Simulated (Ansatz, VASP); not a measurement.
**One calculation of BaF2, two programs**

POSCAR

```
BaF2
1.0
    0.0000000000      3.0971612425      3.0971612425
    3.0971612425      0.0000000000      3.0971612425
    3.0971612425      3.0971612425      0.0000000000
Ba F
1 2
Direct
    0.0000000000      0.0000000000      0.0000000000
    0.2500000000      0.2500000000      0.2500000000
    0.7500000000      0.7500000000      0.7500000000
```

INCAR.step1

```
SYSTEM = BaF2
PREC = Accurate
ENCUT = 520
EDIFF = 1E-5
ISMEAR = 0
SIGMA = 0.01
LREAL = .False.
LASPH = .True.
NELM = 120
ALGO = Normal
ISIF = 2
LWAVE = .True.
GGA = PE
NBANDS = 19
GGA_COMPAT = .False.
```

Contents of INCAR.step2:

```
SYSTEM = BaF2
PREC = Accurate
ENCUT = 520
EDIFF = 1E-6
ISMEAR = 0
SIGMA = 0.01
LREAL = .False.
LASPH = .True.
NELM = 120
ALGO = Normal
ISIF = 2
LWAVE = .False.
LCHARG = .True.
GGA = PE
LHFCALC = .True.
AEXX = 1.0
HFSCREEN = 0.2078
PRECFOCK = Normal
LELF = .True.
LVHAR = .True.
ISTART = 1
NBANDS = 19
ALDAC = 1.0
AGGAC = 1.0
GGA_COMPAT = .False.
```

File KPOINTS:

```
Automatic mesh
0
Gamma
  4 4 4
  0 0 0
```

Input for Ansatz:

```yaml
crystal:
  lattice:
    - [0.0, 3.0971612425, 3.0971612425]
    - [3.0971612425, 0.0, 3.0971612425]
    - [3.0971612425, 3.0971612425, 0.0]
  atoms:
    - { symbol: Ba, position: [0.0, 0.0, 0.0] }
    - { symbol: F, position: [0.25, 0.25, 0.25] }
    - { symbol: F, position: [0.75, 0.75, 0.75] }
kpoints:
  mp_grid: { grid: [4, 4, 4] }
hamiltonian:
  xc:
    exchange: pbe
    correlation: pbe
    exx: { coeff: 1.0, omega: 0.2078 }
scf:
  occupations: { method: fixed }
  n_extra_bands: 4
output:
  forces: true
  stress: true
  eigenvalues: true
```

Alike in both runs: task single point; functional PBE-based screened hybrid with a share of 1.0 of exact exchange and HFSCREEN = 0.2078; k mesh 4 × 4 × 4; no spin polarisation.

```csv
,VASP,Ansatz
version,VASP 6.6.1,Ansatz 0.2.0
potentials or method,"VASP PAW PBE potentials, release 64 (Ba_sv, F)",plane waves
plane-wave cutoff (eV),520,420
occupations,"gaussian, width 0.01 eV",fixed
valence electrons in the cell,24,24
```

VASP gave:

```
gap on the k mesh at the Fermi level (eV) : 14.89
pressure (GPa)                            : -1.9
```

Q: Estimate Ansatz's values.

A: gap on the k mesh at the Fermi level (eV): 14.97; pressure (GPa): -2.7.

VASP's potentials were made for PBE, not for PBE-based screened hybrid. Ansatz's warnings: stress exchange threshold loose, stress scf threshold loose.

The k mesh is coarse, so the values compare programs but aren't converged. Neither program's run includes spin-orbit coupling.
